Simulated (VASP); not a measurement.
# AlN (F-43m) in VASP: further runs

AlN is run at these levels: r2SCAN+D3(BJ); tasks: single point.

Program: VASP 6.6.1. These are calculated values, not measurements. Logs are shortened: lines on timing, memory, paths and dates and some standing lists are left out, and cuts for length are marked.

### 1 The cell of the first run

The structure is cubic, space group F-43m (No. 216). Conventional cell: a = 4.279 Å, b = 4.279 Å, c = 4.279 Å, α = 90.00°, β = 90.00°, γ = 90.00°. Within 2.5 Å of Al (site symmetry -43m) lie 4 N at 1.85 Å. N (site symmetry -43m) has 4 Al at 1.85 Å within 2.5 Å.

### 2 Single point, r2SCAN+D3(BJ)

File POSCAR:

```
AlN
1.0
    0.0000000000      2.1394097525      2.1394097525
    2.1394097525      0.0000000000      2.1394097525
    2.1394097525      2.1394097525      0.0000000000
Al N
1 1
Direct
    0.0000000000      0.0000000000      0.0000000000
    0.2500000000      0.2500000000      0.2500000000
```

File INCAR.step1:

```
SYSTEM = AlN
ALGO = Normal
EDIFF = 1E-4
ENCUT = 520
GGA = PE
ISMEAR = -1
LASPH = .True.
LCHARG = .False.
LREAL = .False.
LWAVE = .True.
NBANDS = 11
NELM = 100
PREC = Accurate
SIGMA = 0.05
```

File INCAR.step2:

```
SYSTEM = AlN
ALGO = Normal
EDIFF = 1E-6
ENCUT = 520
ISIF = 2
ISMEAR = -1
ISTART = 1
IVDW = 12
LASPH = .True.
LCHARG = .True.
LELF = .True.
LMIXTAU = .True.
LREAL = .False.
LVHAR = .True.
LWAVE = .False.
METAGGA = R2SCAN
NBANDS = 11
NELM = 100
PREC = Accurate
SIGMA = 0.05
VDW_A1 = 0.49484001
VDW_A2 = 5.73083694
VDW_S6 = 1.0
VDW_S8 = 0.78981345
```

File KPOINTS:

```
k-points
0
Gamma
  10 10 10
  0 0 0
```

Potentials or basis: VASP PAW PBE potentials, release 64 (Al, N).

The run is started by

```
> cat potpaw_PBE.64/Al/POTCAR potpaw_PBE.64/N/POTCAR > POTCAR
> cp INCAR.step1 INCAR
> mpirun -np 1 vasp_std > vasp.out
> cp INCAR.step2 INCAR
> mpirun -np 1 vasp_std > vasp.out
```

OUTCAR:

```text
SYSTEM = AlN
   EDIFF = 1E-6
   ENCUT = 520
   ISIF = 2
   ISMEAR = -1
   ISTART = 1
   IVDW = 12
   LASPH = .True.
   LREAL = .False.
   METAGGA = R2SCAN
   NELM = 100
   PREC = Accurate
 IVDW          = 12

 ion  position               nearest neighbor table
   1  0.000  0.000  0.000-   2 1.85   2 1.85   2 1.85   2 1.85
   2  0.250  0.250  0.250-   1 1.85   1 1.85   1 1.85   1 1.85

  LATTYP: Found a face centered cubic cell.
 ALAT       =     4.2788195050

  Lattice vectors:

 A1 = (   0.0000000000,   2.1394097525,   2.1394097525)
 A2 = (   2.1394097525,   0.0000000000,   2.1394097525)
 A3 = (   2.1394097525,   2.1394097525,   0.0000000000)

Analysis of symmetry for initial positions (statically):
=====================================================================
 Subroutine PRICEL returns:
 Original cell was already a primitive cell.

 Routine SETGRP: Setting up the symmetry group for a
 face centered cubic supercell.

 Subroutine GETGRP returns: Found 24 space group operations
 (whereof 24 operations were pure point group operations)
 out of a pool of 48 trial point group operations.

The static configuration has the point symmetry T_d .

Analysis of symmetry for dynamics (positions and initial velocities):
=====================================================================
 Subroutine PRICEL returns:
 Original cell was already a primitive cell.

 Routine SETGRP: Setting up the symmetry group for a
 face centered cubic supercell.

 Subroutine GETGRP returns: Found 24 space group operations
 (whereof 24 operations were pure point group operations)
 out of a pool of 48 trial point group operations.

The dynamic configuration has the point symmetry T_d .

 Subroutine INISYM returns: Found 24 space group operations
 (whereof 24 operations are pure point group operations),
 and found     1 'primitive' translations

----------------------------------------------------------------------------------------

                                     Primitive cell

  volume of cell :      19.5845

  direct lattice vectors                    reciprocal lattice vectors
     0.000000000  2.139409753  2.139409753    -0.233709321  0.233709321  0.233709321
     2.139409753  0.000000000  2.139409753     0.233709321 -0.233709321  0.233709321
     2.139409753  2.139409753  0.000000000     0.233709321  0.233709321 -0.233709321

  length of vectors
     3.025582287  3.025582287  3.025582287     0.404796418  0.404796418  0.404796418

  position of ions in fractional coordinates (direct lattice)
     0.000000000  0.000000000  0.000000000
     0.250000000  0.250000000  0.250000000

  ion indices of the primitive-cell ions
   primitive index   ion index
                 1           1
                 2           2

----------------------------------------------------------------------------------------

 KPOINTS: k-points

Automatic generation of k-mesh.
 Grid dimensions read from file:
 generate k-points for:   10   10   10

 Generating k-lattice:

  Cartesian coordinates                     Fractional coordinates (reciprocal lattice)
    -0.023370932  0.023370932  0.023370932     0.100000000  0.000000000  0.000000000
     0.023370932 -0.023370932  0.023370932     0.000000000  0.100000000  0.000000000
     0.023370932  0.023370932 -0.023370932     0.000000000  0.000000000  0.100000000

  Length of vectors
     0.040479642  0.040479642  0.040479642

  Shift w.r.t. Gamma in fractional coordinates (k-lattice)
     0.000000000  0.000000000  0.000000000

 Subroutine IBZKPT returns following result:
 ===========================================

 Found     47 irreducible k-points:

 Following reciprocal coordinates:
            Coordinates               Weight
  0.000000  0.000000  0.000000      1.000000
  0.100000  0.000000  0.000000      8.000000
  0.200000  0.000000  0.000000      8.000000
  0.300000  0.000000  0.000000      8.000000
  0.400000  0.000000  0.000000      8.000000
  0.500000  0.000000  0.000000      4.000000
[... 16 lines left out ...]
  0.300000  0.300000  0.000000      6.000000
  0.400000  0.300000  0.000000     24.000000
 [... further k-points ...]
   k-points           NKPTS =     47   k-points in BZ     NKDIM =     47   number of bands    NBANDS=     11
   number of dos      NEDOS =    301   number of ions     NIONS =      2
   total plane-waves  NPLWV =  13824
   dimension x,y,z NGX =    24 NGY =   24 NGZ =   24
   dimension x,y,z NGXF=    48 NGYF=   48 NGZF=   48
   ions per type =               1   1
   NGX,Y,Z   is equivalent  to a cutoff of  13.19, 13.19, 13.19 a.u.
   NGXF,Y,Z  is equivalent  to a cutoff of  26.37, 26.37, 26.37 a.u.
 SYSTEM =  AlN
   PREC   = accura    normal or accurate (medium, high low for compatibility)
   ISTART =      1    job   : 0-new  1-cont  2-samecut
   ICHARG =      0    charge: 1-file 2-atom 10-const
   ISPIN  =      1    spin polarized calculation?
   LNONCOLLINEAR =      F non collinear calculations
   LSORBIT =      F    spin-orbit coupling
   LASPH  =      T    aspherical Exc in radial PAW
   ENCUT  =  520.0 eV  38.22 Ry    6.18 a.u.   5.63  5.63  5.63*2*pi/ulx,y,z
   NELM   =    100;   NELMIN=  2; NELMDL=  0     # of ELM steps
   EDIFF  = 0.1E-05   stopping-criterion for ELM
   LREAL  =      F    real-space projection
   EDIFFG = 0.1E-04   stopping-criterion for IOM
   NSW    =      0    number of steps for IOM
   IBRION =     -1    ionic relax: 0-MD 1-quasi-New 2-CG
   NFREE  =      0    steps in history (QN), initial steepest desc. (CG)
   ISIF   =      2    stress and relaxation
   ISYM   =      2    0-nonsym 1-usesym 2-fastsym
   POTIM  = 0.5000    time-step for ionic-motion
   TEBEG  =    0.0;   TEEND  =   0.0 temperature during run
   PSTRESS=    0.0 pullay stress
   NELECT =       8.0000    total number of electrons
   NUPDOWN=      -1.0000    fix difference up-down
   EMIN   =  10.00;   EMAX   =-10.00  energy-range for DOS
   EFERMI =   0.00;   METHOD = LEGACY
   ISMEAR =    -1;   SIGMA  =   0.05  broadening in eV -4-tet -1-fermi 0-gaus
   EFERMI_NEDOS =   21; number of points for ismear=-14 and -15
   IALGO  =     38    algorithm
   IMIX   =      4    mixing-type and parameters
     AMIX     =   0.40;   BMIX     =  1.00
     AMIX_MAG =   1.60;   BMIX_MAG =  1.00
  volume/ion in A,a.u.               =       9.79        66.08
  Fermi-wavevector in a.u.,A,eV,Ry     =   1.214696  2.295442 20.075204  1.475486
  Thomas-Fermi vector in A             =   2.350107
   LORBIT       =      0    0 simple, 1 ext, 2 COOP (PROOUT), +10 PAW based schemes
   METAGGA = R2SCAN    functional components
   LHFCALC =     F    Hartree Fock is set to
   AEXX    =    0.0000 exact exchange contribution
   IVDW    =    12    specifies the selected vdW correction
   LEPSILON=     F    determine dielectric tensor
   LRPA    =     F    only Hartree local field effects (RPA)
 non-spin polarized calculation
  energy-cutoff  :      520.00
  volume of cell :       19.58
 maximum number of plane-waves:       544
   NGX = 11   NGY = 11   NGZ = 11

 number of electron       7.9999998 magnetization

 Free energy of the ion-electron system (eV)
  ---------------------------------------------------
  ext. energy  EPLUGINS =         0.00000000
  ---------------------------------------------------
  free energy    TOTEN  =       -19.12425501 eV

  energy without entropy =      -19.12425501  energy(sigma->0) =      -19.12425501

 E-fermi :   7.3733     XC(G=0): -11.7021

 val. band max:        6.2847223804   @ k =   0.0000   0.0000   0.0000
 cond. band min:      10.2657322483   @ k =   0.5000   0.5000   0.0000
 fundamental gap:      3.9810098679
 Fermi energy:         7.3732903648

 k-point     1 :       0.0000    0.0000    0.0000
  band No.  band energies     occupation
      1      -9.8250      2.00000
      2       6.2847      2.00000
      3       6.2847      2.00000
      4       6.2847      2.00000
      5      11.7684      0.00000
      6      20.4563      0.00000
      7      20.4563      0.00000
      8      20.4563      0.00000
      9      25.3398      0.00000
     10      25.3398      0.00000
     11      27.1964      0.00000

 k-point     2 :       0.1000    0.0000    0.0000
  band No.  band energies     occupation
      1      -9.6670      2.00000
      2       5.4784      2.00000
      3       6.2323      2.00000
      4       6.2323      2.00000
      5      12.4149      0.00000
      6      20.0737      0.00000
      7      20.6043      0.00000
      8      20.6043      0.00000
      9      24.0675      0.00000
     10      24.0675      0.00000
     11      26.3711      0.00000

 k-point     3 :       0.2000    0.0000    0.0000
  band No.  band energies     occupation
      1      -9.2180      2.00000
      2       3.8020      2.00000
      3       6.1013      2.00000
      4       6.1013      2.00000
      5      13.5776      0.00000
      6      19.2601      0.00000
      7      20.4279      0.00000
      8      20.4279      0.00000
      9      23.6140      0.00000
     10      23.6140      0.00000
     11      25.5200      0.00000

 k-point     4 :       0.3000    0.0000    0.0000
  band No.  band energies     occupation
      1      -8.5670      2.00000
      2       2.0450      2.00000
      3       5.9502      2.00000
      4       5.9502      2.00000
      5      14.4738      0.00000
      6      18.4430      0.00000
      7      19.5783      0.00000
      8      19.5783      0.00000
      9      24.9237      0.00000
     10      24.9237      0.00000
     11      25.4655      0.00000
[... 239 lines left out ...]
 k-point    22 :      -0.2000    0.2000    0.0000
  band No.  band energies     occupation
      1      -8.3528      2.00000
      2       2.3778      2.00000
      3       4.5159      2.00000
      4       6.0338      2.00000
      5      15.1499      0.00000
      6      17.5922      0.00000
      7      19.3240      0.00000
      8      20.0848      0.00000
      9      22.8300      0.00000
     10      26.8171      0.00000
     11      29.5795      0.00000

 k-point    23 :       0.3000    0.3000    0.0000
  band No.  band energies     occupation
      1      -8.1606      2.00000
      2       2.6458      2.00000
      3       4.9793      2.00000
      4       4.9793      2.00000
      5      12.5104      0.00000
      6      17.3109      0.00000
      7      19.9141      0.00000
      8      22.6556      0.00000
      9      22.6556      0.00000
     10      28.3077      0.00000
     11      32.4911      0.00000

 k-point    24 :       0.4000    0.3000    0.0000
  band No.  band energies     occupation
      1      -7.6631      2.00000
      2       1.9576      2.00000
      3       4.5008      2.00000
      4       4.8075      2.00000
      5      12.0129      0.00000
      6      17.1343      0.00000
      7      20.4131      0.00000
      8      22.6896      0.00000
      9      23.3225      0.00000
     10      29.4881      0.00000
     11      32.2604      0.00000

 [... further k-points ...]

------------------------ aborting loop because EDIFF is reached ----------------------------------------

 Edisp (eV)   -0.26993

 E8    (eV) :    -0.0812

  FORCE on cell =-STRESS in cart. coord.  units (eV):
  Direction    XX          YY          ZZ          XY          YZ          ZX
  --------------------------------------------------------------------------------------
  -------------------------------------------------------------------------------------
  Total       1.51767     1.51767     1.51767     0.00000    -0.00000     0.00000
  in kB     124.15854   124.15854   124.15854     0.00000    -0.00000     0.00000
  external pressure =      124.16 kB  Pullay stress =        0.00 kB

 VOLUME and BASIS-vectors are now :
 -----------------------------------------------------------------------------
  energy-cutoff  :      520.00
  volume of cell :       19.58
      direct lattice vectors                 reciprocal lattice vectors
     0.000000000  2.139409753  2.139409753    -0.233709321  0.233709321  0.233709321
     2.139409753  0.000000000  2.139409753     0.233709321 -0.233709321  0.233709321
     2.139409753  2.139409753  0.000000000     0.233709321  0.233709321 -0.233709321

 POSITION                                       TOTAL-FORCE (eV/Angst)
 -----------------------------------------------------------------------------------
      0.00000      0.00000      0.00000         0.000000     -0.000000     -0.000000
      1.06970      1.06970      1.06970        -0.000000      0.000000      0.000000
 -----------------------------------------------------------------------------------
    total drift:                               -0.000001     -0.000001     -0.000001

  FREE ENERGIE OF THE ION-ELECTRON SYSTEM (eV)
  ---------------------------------------------------
  free  energy   TOTEN  =       -19.3941889876 eV

  energy  without entropy=      -19.3941889876  energy(sigma->0) =      -19.39418899
```

Run time: 24 s. Hardware: 1 thread of Intel Xeon Platinum 8375C at 2.90GHz (Ice Lake), shared host; peak memory 0.15 GiB.

What came out:

| Item | Value |
| --- | --- |
| Free energy | -19.3942 eV |
| Pressure | 12.4 GPa |
| Band gap on the k mesh | 3.98 eV, indirect (least direct gap 5.48 eV) |
| Dispersion energy per atom | -0.135 eV |

Caveat: the PAW data sets were made with another functional, which shifts forces and pressure a little.

(Continued in part 2 of 2.)
